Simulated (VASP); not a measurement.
Runs of VASP 6.6.1 on Si2F3. The structure is that of space group Pm-3m (No. 221), or close to it. The cells are those of the table. 

```tsv
task	spin	cell	k mesh	cutoff (eV)	gap on the mesh (eV)	pressure (GPa)	moment (μB)
single point	collinear, ferromagnetic start	a = 4.249 Å, 5 atoms	4 × 4 × 4	520	none	-0.5	1.21
single point	collinear	a = 4.246 Å, 5 atoms	10 × 10 × 10	520	none	(b)	1.10
single point	collinear, ferromagnetic start	a = 4.259 Å, 5 atoms	4 × 4 × 4	520	none	-0.9	1.21
relaxation of cell and atoms	collinear, ferromagnetic start	relaxed from a = 4.259 Å, 5 atoms	4 × 4 × 4	600	none	-0.3	(a)
single point	off	a = 4.259 Å, 5 atoms	4 × 4 × 4	520	none	-0.8	-
```

Alike in all rows: level PBE; potentials or basis VASP PAW PBE potentials, release 64 (Si, F); smearing gaussian 0.1 eV.

Q: Estimate the missing entries.

A: (a) 1.22; (b) -0.2.

Caveats: some runs use coarse meshes; an odd number of electrons without spin polarisation forces a metal (some runs); a magnetic or distorted state may lie lower (some runs).

A gap of «none» marks levels without a gap at the run's occupations.
